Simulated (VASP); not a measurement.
Set up this calculation in VASP 6.6.1, as the native input.

```
Task                   : single point
Functional             : LDA
Potentials or basis    : VASP PAW LDA potentials, release 64 (Ta_pv, N)
Cutoff                 : 520 eV
k mesh                 : 9 × 9 × 8
Occupations            : gaussian, width 0.15 eV
Spin                   : no spin polarisation
Dipole correction      : no
Further INCAR settings : ALGO = Normal; EDIFF = 1e-07; NBANDS = 50
```

The structure of Ta2N lies in POSCAR:

```
Ta2N
1.0
    5.3004953848      0.0000000000      0.0000000000
   -2.6502476924      4.5903636559      0.0000000000
    0.0000000000      0.0000000000      4.7524241620
Ta N
6 3
Direct
    0.6669289619      0.6669289619      0.7526041962
    0.0000000000      0.3330710381      0.7526041962
    0.3330710381      0.0000000000      0.7526041962
    0.3330710381      0.3330710381      0.2473958038
    0.0000000000      0.6669289619      0.2473958038
    0.6669289619      0.0000000000      0.2473958038
    0.6666666667      0.3333333333      0.5000000000
    0.3333333333      0.6666666667      0.5000000000
    0.0000000000      0.0000000000      0.0000000000
```

This cell differs from its parent crystal: c/a of the conventional cell at fixed volume 0.8966.

One way to write it, as run:

INCAR

```
SYSTEM = Ta2N
PREC     = Accurate       ! precision mode
ENCUT    = 520            ! plane-wave cutoff, eV
EDIFF    = 1E-7           ! SCF threshold, eV
ISMEAR   = 0              ! smearing method
SIGMA    = 0.15           ! smearing width, eV
LREAL    = .FALSE.        ! projectors in reciprocal space
LASPH    = .TRUE.         ! aspherical terms in the spheres
NELM     = 80             ! most SCF steps
ALGO     = Normal         ! electronic algorithm
ISIF     = 2              ! what is computed and relaxed
LWAVE    = .FALSE.        ! write WAVECAR
LCHARG   = .TRUE.         ! write CHGCAR
GGA      = CA             ! functional
LELF     = .TRUE.         ! ELF
LVHAR    = .TRUE.       
NBANDS   = 50             ! bands
```

KPOINTS

```
Automatic mesh
0
G
  9 9 8
  0 0 0
```

Potentials or basis: VASP PAW LDA potentials, release 64 (Ta_pv, N).

Launch:

```bash
$ cat potpaw_LDA.64/Ta_pv/POTCAR potpaw_LDA.64/N/POTCAR > POTCAR
$ mpirun -np 1 vasp_std > vasp.out
```

It gave:

- Pressure: 2.0 GPa
- Largest force: 0.051 eV/Å

It took 11 min on 1 thread of Oxide Virtual Turin-like Processor, with other jobs on the host, peak memory 0.39 GiB.
